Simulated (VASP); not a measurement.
# AlN (F-43m) in VASP: vibrations by perturbation theory with PBEsol

Aim: the vibrations by perturbation theory of AlN with PBEsol.

Program: VASP 6.6.1. These are calculated values, not measurements. Logs are shortened: lines on timing, memory, paths and dates and some standing lists are left out, and cuts for length are marked.

### Step 1. The cell of the first run

It takes space group F-43m (No. 216, cubic). The conventional cell has a = 4.231 Å, b = 4.231 Å, c = 4.231 Å, α = 90.00°, β = 90.00°, γ = 90.00°. Al (site symmetry -43m) has 4 N at 1.83 Å within 2.4 Å. N (site symmetry -43m) has 4 Al at 1.83 Å within 2.4 Å.

### Step 2. Vibrations by perturbation theory, PBEsol

INCAR

```
SYSTEM = AlN
  PREC = Accurate
  ENCUT = 520
  EDIFF = 1E-8
  ISMEAR = 0
  SIGMA = 0.01
  LREAL = .False.
  LASPH = .True.
  NELM = 60
  ALGO = Normal
  ISIF = 2
  LWAVE = .False.
  LCHARG = .False.
  GGA = PS
  NBANDS = 11
  IBRION = 8
  NSW = 1
  LEPSILON = .True.
```

KPOINTS

```
Automatic mesh
0
Gamma
  10 10 10
  0 0 0
```

POSCAR

```
AlN
1.0
    0.0000000000      2.1153644032      2.1153644032
    2.1153644032      0.0000000000      2.1153644032
    2.1153644032      2.1153644032      0.0000000000
Al N
1 1
Direct
    0.0000000000      0.0000000000      0.0000000000
    0.7500000000      0.7500000000      0.7500000000
```

Potentials or basis: VASP PAW PBE potentials, release 64 (Al, N).

The run is started by

```
$ cat potpaw_PBE.64/Al/POTCAR potpaw_PBE.64/N/POTCAR > POTCAR
$ mpirun -np 1 vasp_std > vasp.out
```

OUTCAR:

```text
SYSTEM = AlN
   PREC = Accurate
   ENCUT = 520
   EDIFF = 1E-8
   ISMEAR = 0
   LREAL = .False.
   LASPH = .True.
   NELM = 60
   ISIF = 2
   GGA = PS
   IBRION = 8
   NSW = 1
   LEPSILON = .True.

 ion  position               nearest neighbor table
   1  0.000  0.000  0.000-   2 1.83   2 1.83   2 1.83   2 1.83
   2  0.750  0.750  0.750-   1 1.83   1 1.83   1 1.83   1 1.83

  LATTYP: Found a face centered cubic cell.
 ALAT       =     4.2307288064

  Lattice vectors:

 A1 = (   0.0000000000,   2.1153644032,   2.1153644032)
 A2 = (   2.1153644032,   0.0000000000,   2.1153644032)
 A3 = (   2.1153644032,   2.1153644032,   0.0000000000)

Analysis of symmetry for initial positions (statically):
=====================================================================
 Subroutine PRICEL returns:
 Original cell was already a primitive cell.

 Routine SETGRP: Setting up the symmetry group for a
 face centered cubic supercell.

 Subroutine GETGRP returns: Found 24 space group operations
 (whereof 24 operations were pure point group operations)
 out of a pool of 48 trial point group operations.

The static configuration has the point symmetry T_d .

Analysis of symmetry for dynamics (positions and initial velocities):
=====================================================================
 Subroutine PRICEL returns:
 Original cell was already a primitive cell.

 Routine SETGRP: Setting up the symmetry group for a
 face centered cubic supercell.

 Subroutine GETGRP returns: Found 24 space group operations
 (whereof 24 operations were pure point group operations)
 out of a pool of 48 trial point group operations.

The dynamic configuration has the point symmetry T_d .

 Subroutine INISYM returns: Found 24 space group operations
 (whereof 24 operations are pure point group operations),
 and found     1 'primitive' translations

----------------------------------------------------------------------------------------

                                     Primitive cell

  volume of cell :      18.9315

  direct lattice vectors                    reciprocal lattice vectors
     0.000000000  2.115364403  2.115364403    -0.236365895  0.236365895  0.236365895
     2.115364403  0.000000000  2.115364403     0.236365895 -0.236365895  0.236365895
     2.115364403  2.115364403  0.000000000     0.236365895  0.236365895 -0.236365895

  length of vectors
     2.991577028  2.991577028  2.991577028     0.409397739  0.409397739  0.409397739

  position of ions in fractional coordinates (direct lattice)
     0.000000000  0.000000000  0.000000000
     0.750000000  0.750000000  0.750000000

  ion indices of the primitive-cell ions
   primitive index   ion index
                 1           1
                 2           2

----------------------------------------------------------------------------------------

 KPOINTS: Automatic mesh

Automatic generation of k-mesh.
 Grid dimensions read from file:
 generate k-points for:   10   10   10

 Generating k-lattice:

  Cartesian coordinates                     Fractional coordinates (reciprocal lattice)
    -0.023636589  0.023636589  0.023636589     0.100000000  0.000000000  0.000000000
     0.023636589 -0.023636589  0.023636589     0.000000000  0.100000000  0.000000000
     0.023636589  0.023636589 -0.023636589     0.000000000  0.000000000  0.100000000

  Length of vectors
     0.040939774  0.040939774  0.040939774

  Shift w.r.t. Gamma in fractional coordinates (k-lattice)
     0.000000000  0.000000000  0.000000000

 Subroutine IBZKPT returns following result:
 ===========================================

 Found     47 irreducible k-points:
[... 444 lines left out ...]
  energy-cutoff  :      520.00
  volume of cell :       18.93
      direct lattice vectors                 reciprocal lattice vectors
     0.000000000  2.115364403  2.115364403    -0.236365895  0.236365895  0.236365895
     2.115364403  0.000000000  2.115364403     0.236365895 -0.236365895  0.236365895
     2.115364403  2.115364403  0.000000000     0.236365895  0.236365895 -0.236365895

 POSITION                                       TOTAL-FORCE (eV/Angst)
 -----------------------------------------------------------------------------------
      0.00000      0.00000      0.00000        -0.000000     -0.000000      0.000000
      3.17305      3.17305      3.17305         0.000000      0.000000     -0.000000
 -----------------------------------------------------------------------------------
    total drift:                               -0.000000     -0.000000     -0.000000

  FREE ENERGIE OF THE ION-ELECTRON SYSTEM (eV)
  ---------------------------------------------------
  free  energy   TOTEN  =       -15.4624669980 eV

  energy  without entropy=      -15.4624669980  energy(sigma->0) =      -15.46246700

 HEAD OF MICROSCOPIC STATIC DIELECTRIC TENSOR (INDEPENDENT PARTICLE, excluding Hartree and local field effects)
 ------------------------------------------------------
           4.668759     0.000000     0.000000
           0.000000     4.668759     0.000000
          -0.000000     0.000000     4.668759
 ------------------------------------------------------

 Free energy of the ion-electron system (eV)
  ---------------------------------------------------
  ---------------------------------------------------
  free energy    TOTEN  =        -0.19678112 eV

  energy without entropy =       -0.19678112

------------------------ aborting loop because EDIFF is reached ----------------------------------------

--------------------------------------- Ionic step        2  -------------------------------------------

------------------------ aborting loop because EDIFF is reached ----------------------------------------

--------------------------------------- Ionic step        3  -------------------------------------------

------------------------ aborting loop because EDIFF is reached ----------------------------------------

 PIEZOELECTRIC TENSOR FIELD DIRECTION 3  (e Angst)
 -----------------------------------------------------------------------------
    -0.00045  0.67218  0.00000           ( -0.00000 -0.00059  0.00000)
     0.67218 -0.00045  0.00000           ( -0.00059 -0.00000  0.00000)
     0.00000  0.00000  0.00048           (  0.00000  0.00000 -0.00000)

 PIEZOELECTRIC TENSOR FIELD DIRECTION 3  (C/m^2)
 -----------------------------------------------------------------------------
    -0.00038  0.56887  0.00000
     0.56887 -0.00038  0.00000
     0.00000  0.00000  0.00040

--------------------------------------- Ionic step        4  -------------------------------------------

------------------------ aborting loop because EDIFF is reached ----------------------------------------

[... ionic steps 5 to 6 ...]

--------------------------------------- Ionic step        7  -------------------------------------------

 Free energy of the ion-electron system (eV)
  ---------------------------------------------------
  ---------------------------------------------------
  free energy    TOTEN  =        -0.23981811 eV

  energy without entropy =       -0.23981811

------------------------ aborting loop because EDIFF is reached ----------------------------------------

 INTERNAL STRAIN TENSOR  FOR ION    2  DIRECTION 1   (eV/Angst):
 -----------------------------------------------------------------------------
    -0.00012  0.00000  0.00000
     0.00000  0.00037 15.17170
     0.00000 15.17170  0.00037

 MACROSCOPIC STATIC DIELECTRIC TENSOR (including local field effects in DFT)
 ------------------------------------------------------
           4.481395     0.000000     0.000000
           0.000000     4.481395     0.000000
          -0.000000    -0.000000     4.481395
 ------------------------------------------------------

 PIEZOELECTRIC TENSOR (including local field effects)  for field in x, y, z        (e  Angst)
          XX          YY          ZZ          XY          YZ          ZX
  --------------------------------------------------------------------------------
  x    -0.00000     0.00000     0.00000     0.00000     0.67233     0.00000
  y    -0.00000    -0.00000    -0.00000     0.00000     0.00000     0.67233
  z    -0.00000    -0.00000     0.00000     0.67233     0.00000     0.00000

 PIEZOELECTRIC TENSOR (including local field effects)  for field in x, y, z        (C/m^2)
          XX          YY          ZZ          XY          YZ          ZX
  --------------------------------------------------------------------------------
  x    -0.00000     0.00000     0.00000     0.00000     0.56899     0.00000
  y    -0.00000    -0.00000    -0.00000     0.00000     0.00000     0.56899
  z    -0.00000    -0.00000     0.00000     0.56899     0.00000     0.00000

 BORN EFFECTIVE CHARGES (including local field effects) (in |e|, cummulative output)
 ---------------------------------------------------------------------------------
 ion    1
    1     2.51926     0.00000     0.00000
    2     0.00000     2.51926     0.00000
    3    -0.00000     0.00000     2.51926
 ion    2
    1    -2.51926    -0.00000    -0.00000
    2    -0.00000    -2.51926    -0.00000
    3     0.00000    -0.00000    -2.51926

 INTERNAL STRAIN TENSOR FOR ION    2 for displacements in x,y,z  (eV/Angst):
          X           Y           Z          XY          YZ          ZX
  --------------------------------------------------------------------------------
  x    -0.00000     0.00000     0.00000     0.00000    15.17170     0.00000
  y    -0.00000     0.00000    -0.00000     0.00000     0.00000    15.17170
  z     0.00000     0.00000    -0.00000    15.17170     0.00000     0.00000

 SECOND DERIVATIVES (NOT SYMMETRIZED)
 ------------------------------------
               1X          1Y          1Z          2X          2Y          2Z
  1X   -19.235980    0.000000    0.000000   19.235980    0.000000    0.000000
  1Y     0.000000  -19.235980    0.000000    0.000000   19.235980    0.000000
  1Z     0.000000    0.000000  -19.235980    0.000000    0.000000   19.235980
  2X    19.228694    0.000000    0.000000  -19.228694    0.000000    0.000000
  2Y     0.000000   19.228694    0.000000    0.000000  -19.228694    0.000000
  2Z     0.000000    0.000000   19.228694    0.000000    0.000000  -19.228694

 Eigenvectors and eigenvalues of the dynamical matrix
 ----------------------------------------------------

   1 f  =   22.580927 THz   141.880146 2PiTHz  753.218635 cm-1    93.387167 meV
             X         Y         Z           dx          dy          dz
      0.000000  0.000000  0.000000    -0.584571   -0.000000    0.000000
      3.173047  3.173047  3.173047     0.811343   -0.000000    0.000000
[... 21 lines left out ...]
   6 f/i=    0.002029 THz     0.012746 2PiTHz    0.067668 cm-1     0.008390 meV
             X         Y         Z           dx          dy          dz
      0.000000  0.000000  0.000000     0.628384    0.228884   -0.459372
      3.173047  3.173047  3.173047     0.452749    0.164911   -0.330977

--------------------------------------------------------------------------------------------------------

 MACROSCOPIC STATIC DIELECTRIC TENSOR IONIC CONTRIBUTION
 ------------------------------------------------------
           3.154239     0.000000    -0.000000
           0.000000     3.154239    -0.000000
          -0.000000    -0.000000     3.154239
 ------------------------------------------------------

 ELASTIC MODULI CONTR FROM IONIC RELAXATION (kBar)
 Direction    XX          YY          ZZ          XY          YZ          ZX
 --------------------------------------------------------------------------------
 XX          -0.0000     -0.0000     -0.0000     -0.0000      0.0000     -0.0000
 YY          -0.0000     -0.0000     -0.0000     -0.0000     -0.0000     -0.0000
 ZZ          -0.0000     -0.0000     -0.0000      0.0000     -0.0000     -0.0000
 XY          -0.0000     -0.0000      0.0000   -971.9429      0.0000      0.0000
 YZ           0.0000     -0.0000     -0.0000      0.0000   -971.9429     -0.0000
 ZX          -0.0000     -0.0000     -0.0000      0.0000     -0.0000   -971.9429
 --------------------------------------------------------------------------------

 PIEZOELECTRIC TENSOR IONIC CONTR  for field in x, y, z        (C/m^2)
          XX          YY          ZZ          XY          YZ          ZX
  --------------------------------------------------------------------------------
  x     0.00000    -0.00000    -0.00000     0.00000    -1.64756    -0.00000
  y    -0.00000    -0.00000    -0.00000     0.00000    -0.00000    -1.64756
  z    -0.00000    -0.00000     0.00000    -1.64756     0.00000     0.00000
```

It took 5.4 min on 1 thread of AMD EPYC 7R13, shared host; peak memory 0.18 GiB.

Results:

```yaml
Electronic_dielectric_tensor_diagonal: 4.48
Born_charges_mean_of_the_diagonal: Al +2.52; N -2.52 e
Highest_phonon_frequency_at_Γ_LO-TO_splitting_left_out: 753 cm⁻¹
```

Phonon frequencies in cm⁻¹ (negative: imaginary):
```
              q point        frequencies
(0.000, 0.000, 0.000)  0 0 0 753 753 753
```

Electronic dielectric tensor:
```
4.48 0.00 0.00
0.00 4.48 0.00
0.00 0.00 4.48
```

Born effective charge tensors (e):
atom 1, Al
```
2.52 0.00 0.00
0.00 2.52 0.00
0.00 0.00 2.52
```
atom 2, N
```
-2.52  0.00  0.00
 0.00 -2.52  0.00
 0.00  0.00 -2.52
```

Caveat: the cell stands under pressure or tension, which shifts response properties.
